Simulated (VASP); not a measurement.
Ta2N: single point with r2SCAN

The system is Ta2N.

```
Ta N
1.0
     3.04932    0.00000    0.00000
    -1.52466    2.64079    0.00000
     0.00000    0.00000    4.77043
Ta N
2 1
Direct
  0.33333 0.66667 0.25471
  0.66667 0.33333 0.74529
  0.00000 0.00000 0.00000
```

```
Program             : VASP 6.6.1
Task                : single point
Functional          : r2SCAN
Potentials or basis : VASP PAW PBE potentials, release 64 (Ta_pv, N)
Cutoff              : 520 eV
k mesh              : 10 × 10 × 6
Occupations         : fermi-dirac, width 0.05 eV
Spin                : no spin polarisation
```

```yaml
Pressure: 15.6 GPa
Largest_force: 0.579 eV/Å
Band_gap_on_the_k_mesh: zero (an odd number of electrons rules out a gap without spin polarisation)
```

Forces on the atoms (eV/Å):
```
Ta   0.000  0.000  0.579
Ta   0.000  0.000 -0.579
N    0.000  0.000  0.000
```

Stress tensor (GPa, compression positive):
```
14.60  0.00  0.00
 0.00 14.60  0.00
 0.00  0.00 17.72
```

Levels at points of the mesh, in eV from the Fermi level:
| k point | band 11 | band 12 | band 13 | band 14 | band 15 | band 16 |
| --- | --- | --- | --- | --- | --- | --- |
| (0.00, 0.00, 0.00) | -5.35 | -0.70 | -0.23 | -0.23 | 0.21 | 0.35 |
| (0.50, 0.00, 0.00) | -5.08 | -3.00 | -1.56 | 1.99 | 2.14 | 4.21 |
| (0.00, 0.00, 0.50) | -3.18 | -2.98 | -1.21 | -1.21 | 1.96 | 2.46 |
| (0.50, 0.00, 0.50) | -3.62 | -2.48 | -2.32 | -0.39 | 0.78 | 3.74 |

Wall time 66 s on 1 thread of Intel(R) Xeon(R) 6975P-C (Granite Rapids), with other jobs on the host, peak memory 0.19 GiB.

Caveat: the cell stands under pressure; the PAW data sets were made with another functional, which shifts forces and pressure a little; spin-orbit coupling is left out, which moves the levels of the heavy elements.
